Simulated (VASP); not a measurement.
# Sr (Fd-3m) in VASP: notebook

Runs on Sr. Level: PBEsol. Tasks: single point.

Program: VASP 6.6.1. These are calculated values, not measurements. Logs are shortened: lines on timing, memory, paths and dates and some standing lists are left out, and cuts for length are marked.

### 1 The cell of the first run

It takes space group Fd-3m (No. 227, cubic). The conventional cell has a = 9.238 Å, b = 9.238 Å, c = 9.238 Å, α = 90.00°, β = 90.00°, γ = 90.00°. Within 5.3 Å of Sr (site symmetry -43m) lie 4 Sr at 4.00 Å.

### 2 Single point, PBEsol (volume scaled by 0.96)

Input file INCAR:

```
  PREC = Accurate
  ENCUT = 520
  EDIFF = 1E-6
  ISMEAR = -1
  SIGMA = 0.1
  LREAL = F
  LASPH = T
  NELM = 60
  ALGO = Normal
  ISIF = 2
  LWAVE = F
  LCHARG = F
  GGA = PS
  NBANDS = 17
```

Input file KPOINTS:

```
regular mesh
0
Gamma
  7 7 7
```

Input file POSCAR:

```
Sr
1.0
    0.0000000000      4.6189362743      4.6189362743
    4.6189362743      0.0000000000      4.6189362743
    4.6189362743      4.6189362743      0.0000000000
Sr
2
Direct
    0.1250000000      0.1250000000      0.1250000000
    0.8750000000      0.8750000000      0.8750000000
```

Potentials or basis: VASP PAW PBE potentials, release 64 (Sr_sv).

On the command line:

```sh
$ cat potpaw_PBE.64/Sr_sv/POTCAR > POTCAR
$ mpirun -np 1 vasp_std > vasp.out
```

OUTCAR:

```text
PREC = Accurate
   ENCUT = 520
   EDIFF = 1E-6
   ISMEAR = -1
   LREAL = F
   LASPH = T
   NELM = 60
   ISIF = 2
   GGA = PS

 ion  position               nearest neighbor table
   1  0.125  0.125  0.125-   2 4.00   2 4.00   2 4.00   2 4.00
   2  0.875  0.875  0.875-   1 4.00   1 4.00   1 4.00   1 4.00

  LATTYP: Found a face centered cubic cell.
 ALAT       =     9.2378725486

  Lattice vectors:

 A1 = (   0.0000000000,   4.6189362743,   4.6189362743)
 A2 = (   4.6189362743,   0.0000000000,   4.6189362743)
 A3 = (   4.6189362743,   4.6189362743,   0.0000000000)

Analysis of symmetry for initial positions (statically):
=====================================================================
 Subroutine PRICEL returns:
 Original cell was already a primitive cell.

 Routine SETGRP: Setting up the symmetry group for a
 face centered cubic supercell.

 Subroutine GETGRP returns: Found 48 space group operations
 (whereof 12 operations were pure point group operations)
 out of a pool of 48 trial point group operations.

The static configuration has the point symmetry D_3d.
 The point group associated with its full space group is O_h .

Analysis of symmetry for dynamics (positions and initial velocities):
=====================================================================
 Subroutine PRICEL returns:
 Original cell was already a primitive cell.

 Routine SETGRP: Setting up the symmetry group for a
 face centered cubic supercell.

 Subroutine GETGRP returns: Found 48 space group operations
 (whereof 12 operations were pure point group operations)
 out of a pool of 48 trial point group operations.

The dynamic configuration has the point symmetry D_3d.
 The point group associated with its full space group is O_h .

 Subroutine INISYM returns: Found 48 space group operations
 (whereof 12 operations are pure point group operations),
 and found     1 'primitive' translations

----------------------------------------------------------------------------------------

                                     Primitive cell

  volume of cell :     197.0861

  direct lattice vectors                    reciprocal lattice vectors
     0.000000000  4.618936274  4.618936274    -0.108250032  0.108250032  0.108250032
     4.618936274  0.000000000  4.618936274     0.108250032 -0.108250032  0.108250032
     4.618936274  4.618936274  0.000000000     0.108250032  0.108250032 -0.108250032

  length of vectors
     6.532162323  6.532162323  6.532162323     0.187494556  0.187494556  0.187494556

  position of ions in fractional coordinates (direct lattice)
     0.125000000  0.125000000  0.125000000
     0.875000000  0.875000000  0.875000000

  ion indices of the primitive-cell ions
   primitive index   ion index
                 1           1
                 2           2

----------------------------------------------------------------------------------------

 KPOINTS: regular mesh

Automatic generation of k-mesh.
 Grid dimensions read from file:
 generate k-points for:    7    7    7

 Generating k-lattice:

  Cartesian coordinates                     Fractional coordinates (reciprocal lattice)
    -0.015464290  0.015464290  0.015464290     0.142857143  0.000000000  0.000000000
     0.015464290 -0.015464290  0.015464290     0.000000000  0.142857143  0.000000000
     0.015464290  0.015464290 -0.015464290     0.000000000  0.000000000  0.142857143

  Length of vectors
     0.026784937  0.026784937  0.026784937

  Shift w.r.t. Gamma in fractional coordinates (k-lattice)
     0.000000000  0.000000000  0.000000000

 Subroutine IBZKPT returns following result:
 ===========================================

 Found     20 irreducible k-points:

 Following reciprocal coordinates:
            Coordinates               Weight
  0.000000  0.000000  0.000000      1.000000
  0.142857  0.000000  0.000000      8.000000
  0.285714  0.000000  0.000000      8.000000
  0.428571  0.000000  0.000000      8.000000
  0.142857  0.142857  0.000000      6.000000
  0.285714  0.142857  0.000000     24.000000
[... 12 lines left out ...]
 -0.428571  0.428571  0.142857     24.000000
 -0.285714  0.428571  0.142857     24.000000
   k-points           NKPTS =     20   k-points in BZ     NKDIM =     20   number of bands    NBANDS=     17
   number of dos      NEDOS =    301   number of ions     NIONS =      2
   total plane-waves  NPLWV = 125000
   dimension x,y,z NGX =    50 NGY =   50 NGZ =   50
   dimension x,y,z NGXF=   100 NGYF=  100 NGZF=  100
   ions per type =               2
   NGX,Y,Z   is equivalent  to a cutoff of  12.73, 12.73, 12.73 a.u.
   NGXF,Y,Z  is equivalent  to a cutoff of  25.45, 25.45, 25.45 a.u.
 SYSTEM =  unknown system
   PREC   = accura    normal or accurate (medium, high low for compatibility)
   ISTART =      0    job   : 0-new  1-cont  2-samecut
   ICHARG =      2    charge: 1-file 2-atom 10-const
   ISPIN  =      1    spin polarized calculation?
   LNONCOLLINEAR =      F non collinear calculations
   LSORBIT =      F    spin-orbit coupling
   LASPH  =      T    aspherical Exc in radial PAW
   ENCUT  =  520.0 eV  38.22 Ry    6.18 a.u.  12.15 12.15 12.15*2*pi/ulx,y,z
   NELM   =     60;   NELMIN=  2; NELMDL= -5     # of ELM steps
   EDIFF  = 0.1E-05   stopping-criterion for ELM
   LREAL  =      F    real-space projection
   EDIFFG = 0.1E-04   stopping-criterion for IOM
   NSW    =      0    number of steps for IOM
   IBRION =     -1    ionic relax: 0-MD 1-quasi-New 2-CG
   NFREE  =      0    steps in history (QN), initial steepest desc. (CG)
   ISIF   =      2    stress and relaxation
   ISYM   =      2    0-nonsym 1-usesym 2-fastsym
   POTIM  = 0.5000    time-step for ionic-motion
   TEBEG  =    0.0;   TEEND  =   0.0 temperature during run
   PSTRESS=    0.0 pullay stress
   NELECT =      20.0000    total number of electrons
   NUPDOWN=      -1.0000    fix difference up-down
   EMIN   =  10.00;   EMAX   =-10.00  energy-range for DOS
   EFERMI =   0.00;   METHOD = LEGACY
   ISMEAR =    -1;   SIGMA  =   0.10  broadening in eV -4-tet -1-fermi 0-gaus
   EFERMI_NEDOS =   21; number of points for ismear=-14 and -15
   IALGO  =     38    algorithm
   IMIX   =      4    mixing-type and parameters
     AMIX     =   0.40;   BMIX     =  1.00
     AMIX_MAG =   1.60;   BMIX_MAG =  1.00
  volume/ion in A,a.u.               =      98.54       665.00
  Fermi-wavevector in a.u.,A,eV,Ry     =   0.763600  1.442996  7.933363  0.583086
  Thomas-Fermi vector in A             =   1.863318
   LORBIT       =      0    0 simple, 1 ext, 2 COOP (PROOUT), +10 PAW based schemes
   GGA     = PS    functional components
   LHFCALC =     F    Hartree Fock is set to
   AEXX    =    0.0000 exact exchange contribution
   IVDW    =     0    specifies the selected vdW correction
   LEPSILON=     F    determine dielectric tensor
   LRPA    =     F    only Hartree local field effects (RPA)
 non-spin polarized calculation
  energy-cutoff  :      520.00
  volume of cell :      197.09
 maximum number of plane-waves:      5327
 NGX is ok and might be reduce to    50
   NGX = 25   NGY = 25   NGZ = 25

 number of electron      20.0000000 magnetization

 Free energy of the ion-electron system (eV)
  ---------------------------------------------------
  ext. energy  EPLUGINS =         0.00000000
  ---------------------------------------------------
  free energy    TOTEN  =        -1.66246755 eV

  energy without entropy =       -1.54138806  energy(sigma->0) =       -1.60192780

 E-fermi :  -0.1977     XC(G=0):  -5.6819

 val. band max:       -0.2364197201   @ k =   0.4286   0.2857   0.1429
 cond. band min:      -0.1963722793   @ k =  -0.4286   0.4286   0.0000
 fundamental gap:      0.0400474408
 Fermi energy:        -0.1977010646

 k-point     1 :       0.0000    0.0000    0.0000
  band No.  band energies     occupation
      1     -37.6467      2.00000
      2     -37.6250      2.00000
      3     -19.6589      2.00000
      4     -19.6589      2.00000
      5     -19.6589      2.00000
      6     -19.5586      2.00000
[... 9 lines left out ...]
     16       1.2994      0.00000
     17       1.2994      0.00000

 k-point     2 :       0.1429    0.0000    0.0000
  band No.  band energies     occupation
      1     -37.6459      2.00000
      2     -37.6258      2.00000
      3     -19.6608      2.00000
      4     -19.6608      2.00000
      5     -19.6580      2.00000
      6     -19.5599      2.00000
[... 9 lines left out ...]
     16       1.3132      0.00000
     17       1.3132      0.00000

 k-point     3 :       0.2857    0.0000    0.0000
  band No.  band energies     occupation
      1     -37.6438      2.00000
      2     -37.6278      2.00000
      3     -19.6649      2.00000
      4     -19.6649      2.00000
      5     -19.6557      2.00000
      6     -19.5628      2.00000
[... 9 lines left out ...]
     16       1.4221      0.00000
     17       1.4221      0.00000

 k-point     4 :       0.4286    0.0000    0.0000
  band No.  band energies     occupation
      1     -37.6416      2.00000
      2     -37.6300      2.00000
      3     -19.6679      2.00000
      4     -19.6679      2.00000
      5     -19.6538      2.00000
      6     -19.5652      2.00000
[... 9 lines left out ...]
     16       1.6221      0.00000
     17       1.6221      0.00000

 k-point     5 :       0.1429    0.1429    0.0000
  band No.  band energies     occupation
      1     -37.6456      2.00000
      2     -37.6260      2.00000
      3     -19.6630      2.00000
      4     -19.6630      2.00000
      5     -19.6541      2.00000
      6     -19.5638      2.00000
[... 9 lines left out ...]
     16       1.2949      0.00000
     17       1.2949      0.00000

 k-point     6 :       0.2857    0.1429    0.0000
  band No.  band energies     occupation
      1     -37.6439      2.00000
      2     -37.6278      2.00000
      3     -19.6673      2.00000
      4     -19.6671      2.00000
      5     -19.6494      2.00000
      6     -19.5690      2.00000
[... 9 lines left out ...]
     16       1.3507      0.00000
     17       1.3711      0.00000

 k-point     7 :       0.4286    0.1429    0.0000
  band No.  band energies     occupation
      1     -37.6415      2.00000
      2     -37.6301      2.00000
      3     -19.6718      2.00000
      4     -19.6699      2.00000
      5     -19.6451      2.00000
      6     -19.5736      2.00000
[... 9 lines left out ...]
     16       1.5405      0.00000
     17       1.6033      0.00000

 k-point     8 :      -0.4286    0.1429    0.0000
  band No.  band energies     occupation
      1     -37.6406      2.00000
      2     -37.6311      2.00000
      3     -19.6740      2.00000
      4     -19.6697      2.00000
      5     -19.6442      2.00000
      6     -19.5746      2.00000
[... 9 lines left out ...]
     16       1.6180      0.00000
     17       1.7621      0.00000
[... 123 lines left out ...]
      1     -37.6382      2.00000
      2     -37.6334      2.00000
      3     -19.6770      2.00000
      4     -19.6770      2.00000
      5     -19.6208      2.00000
      6     -19.5985      2.00000
[... 9 lines left out ...]
     16       1.2912      0.00000
     17       1.5533      0.00000

 k-point    16 :      -0.4286    0.4286    0.0000
  band No.  band energies     occupation
      1     -37.6364      2.00000
      2     -37.6353      2.00000
      3     -19.6787      2.00000
      4     -19.6769      2.00000
      5     -19.6138      2.00000
      6     -19.6055      2.00000
[... 9 lines left out ...]
     16       1.4295      0.00000
     17       1.7718      0.00000

 k-point    17 :       0.4286    0.2857    0.1429
  band No.  band energies     occupation
      1     -37.6419      2.00000
      2     -37.6297      2.00000
      3     -19.6736      2.00000
      4     -19.6696      2.00000
      5     -19.6413      2.00000
      6     -19.5774      2.00000
[... 9 lines left out ...]
     16       1.3571      0.00000
     17       1.6028      0.00000

 k-point    18 :      -0.4286    0.2857    0.1429
  band No.  band energies     occupation
      1     -37.6397      2.00000
      2     -37.6320      2.00000
      3     -19.6772      2.00000
      4     -19.6724      2.00000
      5     -19.6336      2.00000
      6     -19.5852      2.00000
[... 9 lines left out ...]
     16       1.4800      0.00000
     17       1.8947      0.00000

 k-point    19 :      -0.4286    0.4286    0.1429
  band No.  band energies     occupation
      1     -37.6380      2.00000
      2     -37.6336      2.00000
      3     -19.6779      2.00000
      4     -19.6764      2.00000
      5     -19.6210      2.00000
      6     -19.5981      2.00000
[... 9 lines left out ...]
     16       1.2865      0.00000
     17       1.9173      0.00000

 k-point    20 :      -0.2857    0.4286    0.1429
  band No.  band energies     occupation
      1     -37.6373      2.00000
      2     -37.6343      2.00000
      3     -19.6791      2.00000
      4     -19.6758      2.00000
      5     -19.6196      2.00000
      6     -19.5994      2.00000
[... 9 lines left out ...]
     16       1.3718      0.00000
     17       2.0326      0.00000

------------------------ aborting loop because EDIFF is reached ----------------------------------------

  FORCE on cell =-STRESS in cart. coord.  units (eV):
  Direction    XX          YY          ZZ          XY          YZ          ZX
  --------------------------------------------------------------------------------------
  -------------------------------------------------------------------------------------
  Total        0.1547548      0.1547548      0.1547548      0.0000000      0.0000000      0.0000000
  in kB        1.2580526      1.2580526      1.2580526      0.0000000      0.0000000      0.0000000
  external PRESSURE =       1.2580526 kB  Pullay stress =       0.0000000 kB

 VOLUME and BASIS-vectors are now :
 -----------------------------------------------------------------------------
  energy-cutoff  :      520.00
  volume of cell :      197.09
      direct lattice vectors                 reciprocal lattice vectors
     0.000000000  4.618936274  4.618936274    -0.108250032  0.108250032  0.108250032
     4.618936274  0.000000000  4.618936274     0.108250032 -0.108250032  0.108250032
     4.618936274  4.618936274  0.000000000     0.108250032  0.108250032 -0.108250032

 POSITION                                       TOTAL-FORCE (eV/Angst)
 -----------------------------------------------------------------------------------
      1.15473      1.15473      1.15473         0.000000     -0.000000      0.000000
      8.08314      8.08314      8.08314        -0.000000      0.000000     -0.000000
 -----------------------------------------------------------------------------------
    total drift:                                0.000000      0.000000     -0.000000

  FREE ENERGIE OF THE ION-ELECTRON SYSTEM (eV)
  ---------------------------------------------------
  free  energy   TOTEN  =        -1.6624675509 eV

  energy  without entropy=       -1.5413880561  energy(sigma->0) =       -1.60192780
```

It took 40 s on 1 thread of AMD EPYC 9R45 (Zen 5), shared host; peak memory 0.31 GiB.

What came out:

* Free energy: -1.6625 eV
* Pressure: 0.1 GPa
* Band gap on the k mesh: zero (band 10 reaches 0.52 eV, above the bottom of band 11 at -0.29 eV)

Levels at points of the mesh, in eV from the Fermi level:
```tsv
k point	band 8	band 9	band 10	band 11	band 12	band 13
(0.00, 0.00, 0.00)	-19.36	-2.77	0.72	0.72	0.72	0.88
```

Caveat: the cell differs from its parent crystal (volume scaled by 0.96); the PAW data sets were made with another functional, which shifts forces and pressure a little.

### 3 Single point, PBEsol

This run uses another cell than the first one, of 102.65 Å³/atom, 1.042 times its volume.

Input file INCAR:

```
SYSTEM = Sr
PREC = Accurate
ENCUT = 520
EDIFF = 1E-6
ISMEAR = -1
SIGMA = 0.1
LREAL = .FALSE.
LASPH = .TRUE.
NELM = 80
ALGO = Normal
ISIF = 2
LWAVE = .FALSE.
LCHARG = .FALSE.
GGA = PS
NBANDS = 17
```

Input file KPOINTS:

```
Automatic mesh
0
G
  7 7 7
  0 0 0
```

Input file POSCAR:

```
Sr
1.0
    0.0000000000      4.6822172375      4.6822172375
    4.6822172375      0.0000000000      4.6822172375
    4.6822172375      4.6822172375      0.0000000000
Sr
2
Direct
    0.1250000000      0.1250000000      0.1250000000
    0.8750000000      0.8750000000      0.8750000000
```

Potentials or basis: VASP PAW PBE potentials, release 64 (Sr_sv).

On the command line:

```sh
$ cat potpaw_PBE.64/Sr_sv/POTCAR > POTCAR
$ mpirun -np 1 vasp_std > vasp.out
```

It took 40 s on 1 thread of AMD EPYC 9R45 (Zen 5), shared host; peak memory 0.32 GiB.

It converged, with:

```yaml
Free_energy: -1.6662 eV
Pressure: 0.0 GPa
Band_gap_on_the_k_mesh: zero (band 10 reaches 0.43 eV, above the bottom of band 11 at -0.34 eV)
```

Levels at points of the mesh, in eV from the Fermi level:
| k point | band 6 | band 7 | band 8 | band 9 | band 10 | band 11 | band 12 | band 13 | band 14 | band 15 |
| --- | --- | --- | --- | --- | --- | --- | --- | --- | --- | --- |
| (0.00, 0.00, 0.00) | -19.41 | -19.41 | -19.41 | -2.73 | 0.70 | 0.70 | 0.70 | 0.89 | 0.89 | 1.46 |

Caveat: the PAW data sets were made with another functional, which shifts forces and pressure a little.

[end of part 1 of 2]
